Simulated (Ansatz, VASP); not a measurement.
# Ti: VASP beside Ansatz

The input INCAR:

```
PREC     = Accurate       # precision mode
ENCUT    = 520            # plane-wave cutoff, eV
EDIFF    = 1E-8           # SCF threshold, eV
ISMEAR   = -1             # smearing method
SIGMA    = 0.05           # smearing width, eV
LREAL    = F              # projectors in reciprocal space
LASPH    = T              # aspherical terms in the spheres
NELM     = 80             # most SCF steps
ALGO     = Normal         # electronic algorithm
ISIF     = 2              # what is computed and relaxed
LWAVE    = F              # write WAVECAR
LCHARG   = F              # write CHGCAR
GGA      = CA             # functional
LEFG     = T            
NBANDS   = 19             # bands
```

Contents of KPOINTS:

```
Automatic mesh
0
Gamma
  13 13 7
```

POSCAR

```
Ti
1.0
    2.9838672312      0.0000000000      0.0000000000
   -1.4919336156      2.5841048237      0.0000000000
    0.0000000000      0.0000000000      4.7169492834
Ti
2
Direct
    0.3333333333      0.6666666667      0.2500000000
    0.6666666667      0.3333333333      0.7500000000
```

Input for Ansatz:

```yaml
crystal:
  lattice:
    - [2.9838672312, 0.0, 0.0]
    - [-1.4919336156, 2.5841048237, 0.0]
    - [0.0, 0.0, 4.7169492834]
  atoms:
    - { symbol: Ti, position: [0.3333333333, 0.6666666667, 0.25] }
    - { symbol: Ti, position: [0.6666666667, 0.3333333333, 0.75] }
kpoints:
  mp_grid: { grid: [13, 13, 7] }
scf:
  occupations: { method: fermi_dirac, width: 0.05 }
hamiltonian:
  xc: lda
  pseudopotentials: { kind: all_electron, datasets: crystal }
output:
  forces: true
  stress: true
  eigenvalues: true
  efg: { contact_densities: true }
```

Change from the starting cell: volume scaled by 1.05, crystal datasets.

Alike in both runs: task electric field gradients; functional LDA; k mesh 13 × 13 × 7; occupations fermi-dirac, width 0.05 eV; no spin polarisation.

|  | VASP | Ansatz |
| --- | --- | --- |
| version | VASP 6.6.1 | Ansatz 0.2.0 |
| potentials or method | VASP PAW LDA potentials, release 64 (Ti_sv), cutoff 520 eV | all-electron PAW with datasets made for the crystal, scalar-relativistic |

Ansatz gave:

| Item | Value |
| --- | --- |
| pressure (GPa) | -12.4 |
| traceless stress, the component that is largest in VASP (GPa) | -0.12 |
| size of Vzz on the site where it differs most (V/Å²) | 18.1 |

Task: What did VASP give for the same quantities?

Result: Pressure (GPa): -12.4; traceless stress, the component that is largest in VASP (GPa): -0.11; size of Vzz on the site where it differs most (V/Å²): 16.8.

LDA's correlation is that of Perdew and Zunger in VASP and of Perdew and Wang (1992) in Ansatz. Ansatz ran all-electron here, and VASP with PAW potentials.
